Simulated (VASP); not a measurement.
Runs of VASP 6.6.1 on Ru. The structure is that of space group P6_3/mmc (No. 194), or close to it. The cells are those of the table. 

| potentials or basis | cell | cutoff (eV) | second run | gap on the mesh (eV) | pressure (GPa) |
| --- | --- | --- | --- | --- | --- |
| VASP PAW PBE potentials, release 64 (Ru_pv) | a = 2.688, b = 2.688, c = 4.253 Å, angles 90.0, 90.0, 120.0°, 2 atoms | 520 | - | none | 6.6 |
| VASP PAW PBE potentials, release 64 (Ru_pv) | a = 2.715, b = 2.715, c = 4.296 Å, angles 90.0, 90.0, 120.0°, 2 atoms | 520 | - | none | -3.8 |
| VASP PAW PBE potentials, release 64 (Ru_sv) | a = 2.660, b = 2.660, c = 4.209 Å, angles 90.0, 90.0, 120.0°, 2 atoms | 660 | valence_matched | none | (b) |
| VASP PAW PBE potentials, release 64 (Ru_pv) | a = 2.768, b = 2.768, c = 4.380 Å, angles 90.0, 90.0, 120.0°, 2 atoms | 520 | - | none | (a) |
| VASP PAW PBE potentials, release 64 (Ru_pv) | a = 2.660, b = 2.660, c = 4.209 Å, angles 90.0, 90.0, 120.0°, 2 atoms | 520 | - | none | 19.0 |
| VASP PAW PBE potentials, release 64 (Ru_pv) | a = 2.741, b = 2.741, c = 4.338 Å, angles 90.0, 90.0, 120.0°, 2 atoms | 520 | - | none | -12.5 |

Alike in all rows: task single point; level r2SCAN; no spin polarisation; k mesh 12 × 12 × 7; smearing fermi-dirac 0.1 eV.

Fill in the values left out.

(a) -19.8; (b) 17.3.

Caveats: the PAW data sets were made with another functional, which shifts forces and pressure a little.

A k mesh can miss the band edges, and the runs leave out spin-orbit coupling on Ru.

A gap of «none» marks levels without a gap at the run's occupations.

The runs don't all hold the same shells in valence.
